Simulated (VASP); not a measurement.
Wanted: the native input for a VASP 6.6.1 run.

```yaml
Task: single point
Functional: PBEsol
Potentials_or_basis: VASP PAW PBE potentials, release 64 (W_sv, S)
Cutoff: 520 eV
k_mesh: 7 × 7 × 1
Occupations: fermi-dirac, width 0.1 eV
Spin: no spin polarisation
Dipole_correction: no
Further_INCAR_settings: ALGO = Normal; EDIFF = 1e-06; NBANDS = 20
```

The structure of WS2 lies in POSCAR:

```
WS2
1.0
    3.1835160000      0.0000000000      0.0000000000
   -1.5917580000      2.7570060000      0.0000000000
    0.0000000000      0.0000000000     16.9505780000
W S
1 2
Direct
    0.3333333333      0.6666666667      0.0000000000
    0.6666666667      0.3333333333      0.9079990000
    0.6666666667      0.3333333333      0.0920010000
```

The input as run:

INCAR

```
ALGO     = Normal         # electronic algorithm
EDIFF    = 1E-6           # SCF threshold, eV
ENCUT    = 520            # plane-wave cutoff, eV
GGA      = PS             # functional
ISIF     = 2              # what is computed and relaxed
ISMEAR   = -1             # smearing method
LASPH    = True           # aspherical terms in the spheres
LCHARG   = False          # write CHGCAR
LREAL    = False          # projectors in reciprocal space
LWAVE    = False          # write WAVECAR
NBANDS   = 20             # bands
NELM     = 80             # most SCF steps
PREC     = Accurate       # precision mode
SIGMA    = 0.1            # smearing width, eV
```

KPOINTS

```
k-points
0
Gamma
  7 7 1
```

Potentials or basis: VASP PAW PBE potentials, release 64 (W_sv, S).

The run is started by

```console
$ cat potpaw_PBE.64/W_sv/POTCAR potpaw_PBE.64/S/POTCAR > POTCAR
$ mpirun -np 1 vasp_std > vasp.out
```

It gave:

```json
{
  "Largest force": "0.106 eV/Å",
  "Band gap on the k mesh": "2.12 eV, indirect (least direct gap 2.45 eV)"
}
```

Caveat: the PAW data sets were made with another functional, which shifts forces and pressure a little; spin-orbit coupling is left out, which moves the levels of the heavy elements.

Wall time 18 s on 1 thread of Intel(R) Xeon(R) 6975P-C (Granite Rapids), on a shared host, peak memory 0.24 GiB.
